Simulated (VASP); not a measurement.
# Sc (P6_3/mmc) in VASP: a series of runs

The runs below take Sc through single point, with LDA.

All numbers are computed with VASP 6.6.1; they aren't measurements. Logs are shortened: lines on timing, memory, paths and dates and some standing lists are left out, and cuts for length are marked.

## Step 1: The cell of the first run

Symmetry: P6_3/mmc, No. 194, hexagonal system. The conventional cell has a = 3.375 Å, b = 3.375 Å, c = 5.268 Å, α = 90.00°, β = 90.00°, γ = 120.00°. Within 4.3 Å of Sc (site symmetry -6m2) lie 12 Sc at 3.28 to 3.37 Å.

## Step 2: Single point, LDA (equal xx and yy strain of +2 %)

The input, INCAR:

```
SYSTEM = Sc
PREC     = Accurate       ! precision mode
ENCUT    = 520            ! plane-wave cutoff, eV
EDIFF    = 1E-7           ! SCF threshold, eV
ISMEAR   = -1             ! smearing method
SIGMA    = 0.03           ! smearing width, eV
LREAL    = .FALSE.        ! projectors in reciprocal space
LASPH    = .TRUE.         ! aspherical terms in the spheres
NELM     = 100            ! most SCF steps
ALGO     = Normal         ! electronic algorithm
ISIF     = 2              ! what is computed and relaxed
LWAVE    = .FALSE.        ! write WAVECAR
LCHARG   = .FALSE.        ! write CHGCAR
GGA      = CA             ! functional
NBANDS   = 18             ! bands
```

The input, KPOINTS:

```
regular mesh
0
G
  13 13 7
  0 0 0
```

The input, POSCAR:

```
Sc
1.0
    3.3749738552      0.0000000000      0.0000000000
   -1.6874869276      2.9228130957      0.0000000000
    0.0000000000      0.0000000000      5.2680000000
Sc
2
Direct
    0.3333333333      0.6666666667      0.2500000000
    0.6666666667      0.3333333333      0.7500000000
```

Potentials or basis: VASP PAW LDA potentials, release 64 (Sc_sv).

Command:

```sh
cat potpaw_LDA.64/Sc_sv/POTCAR > POTCAR
mpirun -np 1 vasp_std > vasp.out
```

OUTCAR:

```text
SYSTEM = Sc
   PREC = Accurate
   ENCUT = 520
   EDIFF = 1E-7
   ISMEAR = -1
   LREAL = .FALSE.
   LASPH = .TRUE.
   NELM = 100
   ISIF = 2
   GGA = CA

 ion  position               nearest neighbor table
   1  0.333  0.667  0.250-   2 3.28   2 3.28   2 3.28   2 3.28   2 3.28   2 3.28
   2  0.667  0.333  0.750-   1 3.28   1 3.28   1 3.28   1 3.28   1 3.28   1 3.28

  LATTYP: Found a hexagonal cell.
 ALAT       =     3.3749738552
 C/A-ratio  =     1.5609009806

  Lattice vectors:

 A1 = (   3.3749738552,   0.0000000000,   0.0000000000)
 A2 = (  -1.6874869276,   2.9228130957,   0.0000000000)
 A3 = (   0.0000000000,   0.0000000000,   5.2680000000)

Analysis of symmetry for initial positions (statically):
=====================================================================
 Subroutine PRICEL returns:
 Original cell was already a primitive cell.

 Routine SETGRP: Setting up the symmetry group for a
 hexagonal supercell.

 Subroutine GETGRP returns: Found 24 space group operations
 (whereof 12 operations were pure point group operations)
 out of a pool of 24 trial point group operations.

The static configuration has the point symmetry D_3d.
 The point group associated with its full space group is D_6h.

Analysis of symmetry for dynamics (positions and initial velocities):
=====================================================================
 Subroutine PRICEL returns:
 Original cell was already a primitive cell.

 Routine SETGRP: Setting up the symmetry group for a
 hexagonal supercell.

 Subroutine GETGRP returns: Found 24 space group operations
 (whereof 12 operations were pure point group operations)
 out of a pool of 24 trial point group operations.

The dynamic configuration has the point symmetry D_3d.
 The point group associated with its full space group is D_6h.

 Subroutine INISYM returns: Found 24 space group operations
 (whereof 12 operations are pure point group operations),
 and found     1 'primitive' translations

----------------------------------------------------------------------------------------

                                     Primitive cell

  volume of cell :      51.9658

  direct lattice vectors                    reciprocal lattice vectors
     3.374973855  0.000000000  0.000000000     0.296298592  0.171068072  0.000000000
    -1.687486928  2.922813096  0.000000000     0.000000000  0.342136143  0.000000000
     0.000000000  0.000000000  5.268000000     0.000000000  0.000000000  0.189825361

  length of vectors
[... 81 lines left out ...]
   NELM   =    100;   NELMIN=  2; NELMDL= -5     # of ELM steps
   EDIFF  = 0.1E-06   stopping-criterion for ELM
   LREAL  =      F    real-space projection
   EDIFFG = 0.1E-05   stopping-criterion for IOM
   NSW    =      0    number of steps for IOM
   IBRION =     -1    ionic relax: 0-MD 1-quasi-New 2-CG
   NFREE  =      0    steps in history (QN), initial steepest desc. (CG)
   ISIF   =      2    stress and relaxation
   ISYM   =      2    0-nonsym 1-usesym 2-fastsym
   POTIM  = 0.5000    time-step for ionic-motion
   TEBEG  =    0.0;   TEEND  =   0.0 temperature during run
   PSTRESS=    0.0 pullay stress
   NELECT =      22.0000    total number of electrons
   NUPDOWN=      -1.0000    fix difference up-down
   EMIN   =  10.00;   EMAX   =-10.00  energy-range for DOS
   EFERMI =   0.00;   METHOD = LEGACY
   ISMEAR =    -1;   SIGMA  =   0.03  broadening in eV -4-tet -1-fermi 0-gaus
   EFERMI_NEDOS =   21; number of points for ismear=-14 and -15
   IALGO  =     38    algorithm
   IMIX   =      4    mixing-type and parameters
     AMIX     =   0.40;   BMIX     =  1.00
     AMIX_MAG =   1.60;   BMIX_MAG =  1.00
  volume/ion in A,a.u.               =      25.98       175.34
  Fermi-wavevector in a.u.,A,eV,Ry     =   1.229259  2.322962 20.559453  1.511077
  Thomas-Fermi vector in A             =   2.364153
   LORBIT       =      0    0 simple, 1 ext, 2 COOP (PROOUT), +10 PAW based schemes
   GGA     = CA    functional components
   LHFCALC =     F    Hartree Fock is set to
   AEXX    =    0.0000 exact exchange contribution
   IVDW    =     0    specifies the selected vdW correction
   LEPSILON=     F    determine dielectric tensor
   LRPA    =     F    only Hartree local field effects (RPA)
 non-spin polarized calculation
  energy-cutoff  :      520.00
  volume of cell :       51.97
 maximum number of plane-waves:      1413
 NGX is ok and might be reduce to    28
   NGX = 13   NGY = 13   NGZ = 19

 number of electron      22.0000003 magnetization

 Free energy of the ion-electron system (eV)
  ---------------------------------------------------
  ext. energy  EPLUGINS =         0.00000000
  ---------------------------------------------------
  free energy    TOTEN  =       -13.29187969 eV

  energy without entropy =      -13.27743836  energy(sigma->0) =      -13.28465903

 E-fermi :   3.1640     XC(G=0):  -9.9278

 val. band max:        3.1545563910   @ k =   0.1538   0.0769   0.1429
 cond. band min:       3.1699724219   @ k =   0.3846   0.0769   0.4286
 fundamental gap:      0.0154160309
 Fermi energy:         3.1639698505

 k-point     1 :       0.0000    0.0000    0.0000
  band No.  band energies     occupation
      1     -45.7915      2.00000
      2     -45.7317      2.00000
      3     -24.9225      2.00000
      4     -24.6350      2.00000
      5     -24.6350      2.00000
      6     -24.5770      2.00000
[... 481 lines left out ...]
      5     -24.6480      2.00000
      6     -24.6378      2.00000
[... 10 lines left out ...]
     17       5.3875      0.00000
     18       5.4625      0.00000

 [... further k-points ...]

------------------------ aborting loop because EDIFF is reached ----------------------------------------

  FORCE on cell =-STRESS in cart. coord.  units (eV):
  Direction    XX          YY          ZZ          XY          YZ          ZX
  --------------------------------------------------------------------------------------
  -------------------------------------------------------------------------------------
  Total       -2.1752741     -2.1752741     -2.3407087     -0.0000000      0.0000000      0.0000000
  in kB      -67.0667646    -67.0667646    -72.1673447     -0.0000000      0.0000000      0.0000000
  external PRESSURE =     -68.7669580 kB  Pullay stress =       0.0000000 kB

 VOLUME and BASIS-vectors are now :
 -----------------------------------------------------------------------------
  energy-cutoff  :      520.00
  volume of cell :       51.97
      direct lattice vectors                 reciprocal lattice vectors
     3.374973855  0.000000000  0.000000000     0.296298592  0.171068072  0.000000000
    -1.687486928  2.922813096  0.000000000     0.000000000  0.342136143  0.000000000
     0.000000000  0.000000000  5.268000000     0.000000000  0.000000000  0.189825361

 POSITION                                       TOTAL-FORCE (eV/Angst)
 -----------------------------------------------------------------------------------
     -0.00000      1.94854      1.31700        -0.000000      0.000000      0.000000
      1.68749      0.97427      3.95100         0.000000     -0.000000      0.000000
 -----------------------------------------------------------------------------------
    total drift:                               -0.000000      0.000000     -0.000000

  FREE ENERGIE OF THE ION-ELECTRON SYSTEM (eV)
  ---------------------------------------------------
  free  energy   TOTEN  =       -13.2918796946 eV

  energy  without entropy=      -13.2774383595  energy(sigma->0) =      -13.28465903
```

OSZICAR:

```text
N       E                     dE             d eps       ncg     rms          rms(c)
DAV:   1     0.364435578899E+03    0.36444E+03   -0.10671E+04  3032   0.131E+03
DAV:   2     0.570993687860E+01   -0.35873E+03   -0.35176E+03  3872   0.553E+02
DAV:   3    -0.144486637178E+02   -0.20159E+02   -0.19337E+02  5032   0.165E+02
DAV:   4    -0.148302778708E+02   -0.38161E+00   -0.37917E+00  4648   0.210E+01
DAV:   5    -0.148353105601E+02   -0.50327E-02   -0.50279E-02  5180   0.263E+00    0.729E+00
DAV:   6    -0.134722451112E+02    0.13631E+01   -0.31959E+00  4052   0.199E+01    0.206E+00
DAV:   7    -0.133078203121E+02    0.16442E+00   -0.69417E-01  4320   0.820E+00    0.844E-01
DAV:   8    -0.132936139152E+02    0.14206E-01   -0.41199E-02  3682   0.277E+00    0.267E-01
DAV:   9    -0.132918479836E+02    0.17659E-02   -0.10456E-02  4504   0.108E+00    0.241E-02
DAV:  10    -0.132918787921E+02   -0.30808E-04   -0.14270E-04  4654   0.164E-01    0.521E-03
DAV:  11    -0.132918797197E+02   -0.92760E-06   -0.35617E-06  5000   0.186E-02    0.150E-03
DAV:  12    -0.132918796946E+02    0.25151E-07   -0.35857E-07  3470   0.681E-03
   1 F= -.13291880E+02 E0= -.13284659E+02  d E =-.144413E-01
```

Wall time 47 s (1 thread of Intel Xeon Platinum 8488C (Sapphire Rapids), shared host); peak memory 0.19 GiB.

What came out:

* Free energy: -13.2919 eV
* Pressure: -6.9 GPa
* Band gap on the k mesh: zero (band 11 reaches 3.91 eV, above the bottom of band 12 at 2.69 eV)

Stress tensor (GPa, compression positive):
```
-6.71  0.00  0.00
 0.00 -6.71  0.00
 0.00  0.00 -7.22
```

Caveat: the cell differs from its parent crystal (equal xx and yy strain of +2 %).

## Step 3: Single point, LDA (volume scaled by 1.06)

The input, INCAR:

```
SYSTEM = Sc
  PREC = Accurate
  ENCUT = 520
  EDIFF = 1E-6
  ISMEAR = -1
  SIGMA = 0.03
  LREAL = .False.
  LASPH = .True.
  NELM = 100
  ALGO = Normal
  ISIF = 2
  LWAVE = .False.
  LCHARG = .True.
  LELF = .True.
  LVHAR = .True.
  NBANDS = 18
```

The input, KPOINTS:

```
Automatic mesh
0
Gamma
  13 13 7
  0 0 0
```

The input, POSCAR:

```
Sc
1.0
    3.3736927629      0.0000000000      0.0000000000
   -1.6868463814      2.9217036372      0.0000000000
    0.0000000000      0.0000000000      5.3713203485
Sc
2
Direct
    0.3333333333      0.6666666667      0.2500000000
    0.6666666667      0.3333333333      0.7500000000
```

Potentials or basis: VASP PAW LDA potentials, release 64 (Sc_sv).

Command:

```sh
cat potpaw_LDA.64/Sc_sv/POTCAR > POTCAR
mpirun -np 1 vasp_std > vasp.out
```

It took 48 s on 1 thread of Intel Xeon Platinum 8488C (Sapphire Rapids), shared host; peak memory 0.19 GiB.

Results (log left out):

| Item | Value |
| --- | --- |
| Free energy | -13.2438 eV |
| Pressure | -7.5 GPa |
| Band gap on the k mesh | zero (band 11 reaches 3.74 eV, above the bottom of band 12 at 2.63 eV) |

Stress tensor (GPa, compression positive):
```
-6.99  0.00  0.00
 0.00 -6.99  0.00
 0.00  0.00 -8.56
```

Levels at points of the mesh, in eV from the Fermi level:
```csv
k point,band 9,band 10,band 11,band 12,band 13,band 14
"(0.00, 0.00, 0.00)",-4.95,-1.61,0.41,1.45,1.45,1.56
```
